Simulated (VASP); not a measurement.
Here is a VASP 6.6.1 calculation.

File INCAR:

```
PREC     = Accurate       # precision mode
ENCUT    = 520            # plane-wave cutoff, eV
EDIFF    = 1E-6           # SCF threshold, eV
ISMEAR   = 0              # smearing method
SIGMA    = 0.1            # smearing width, eV
LREAL    = F              # projectors in reciprocal space
LASPH    = T              # aspherical terms in the spheres
NELM     = 80             # most SCF steps
ALGO     = Normal         # electronic algorithm
ISIF     = 2              # what is computed and relaxed
LWAVE    = F              # write WAVECAR
LCHARG   = F              # write CHGCAR
GGA      = PE             # functional
IVDW     = 12             # dispersion correction
NBANDS   = 14             # bands
```

File KPOINTS:

```
Automatic mesh
0
Gamma
  6 6 6
```

The input POSCAR:

```
NaCl
1.0
    0.0000000000      2.8100000000      2.8100000000
    2.8100000000      0.0000000000      2.8100000000
    2.8100000000      2.8100000000      0.0000000000
Na Cl
1 1
Direct
    0.0000000000      0.0000000000      0.0000000000
    0.5000000000      0.5000000000      0.5000000000
```

Potentials or basis: VASP PAW PBE potentials, release 64 (Na_pv, Cl).

Command:

```bash
$ cat potpaw_PBE.64/Na_pv/POTCAR potpaw_PBE.64/Cl/POTCAR > POTCAR
$ mpirun -np 1 vasp_std > vasp.out
```

Question: What does it give for the dispersion energy per atom?

Answer: -0.217 eV.

Question: Predict the band gap on the k mesh.

Answer: 5.15 eV.

Question: Estimate the pressure.

Answer: -0.6 GPa.

PBE gaps usually lie below the measured ones, often by a third to a half.
